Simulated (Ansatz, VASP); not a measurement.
**One calculation of ZrTi2B3, two programs**

```xyz
6
Lattice="3.6368 0.0000 0.0000 0.0000 2.3253 4.4318 0.0000 -2.3253 4.4318" Properties=species:S:1:pos:R:3 pbc="T T T"
Zr    1.8184    0.0000    8.5310
Ti    0.0000    0.0000    6.0927
Ti    0.0000    0.0000    3.1330
B     1.8184   -0.9086    1.9437
B     1.8184    0.0000    4.9500
B     1.8184    0.9086    1.9437
```

Change from the starting cell: the structure that the rattled cell fell into.

Alike in both runs: functional PBE; k mesh 8 × 8 × 8; occupations gaussian, width 0.1 eV; no spin polarisation.

Ansatz relaxed the structure, and its values are those at the end. VASP's run is a single point on that final structure, the one shown.

|  | VASP | Ansatz |
| --- | --- | --- |
| version | VASP 6.6.1 | Ansatz 0.2.0 |
| potentials or method | VASP PAW PBE potentials, release 64 (Zr_sv, Ti_sv, B), cutoff 520 eV | scalar-relativistic, plane waves, PAW |
| valence electrons in the cell | 45 | 45 |

Ansatz gave:

* gap on the k mesh at the Fermi level (eV): none
* pressure (GPa): 0.0
* rms of the force components (eV/Å): 0.003

Task: Estimate VASP's values.

Result: gap on the k mesh at the Fermi level (eV): none; pressure (GPa): 0.0; rms of the force components (eV/Å): 0.004.

A gap of «none» marks a metal or a gap that the smearing closes.
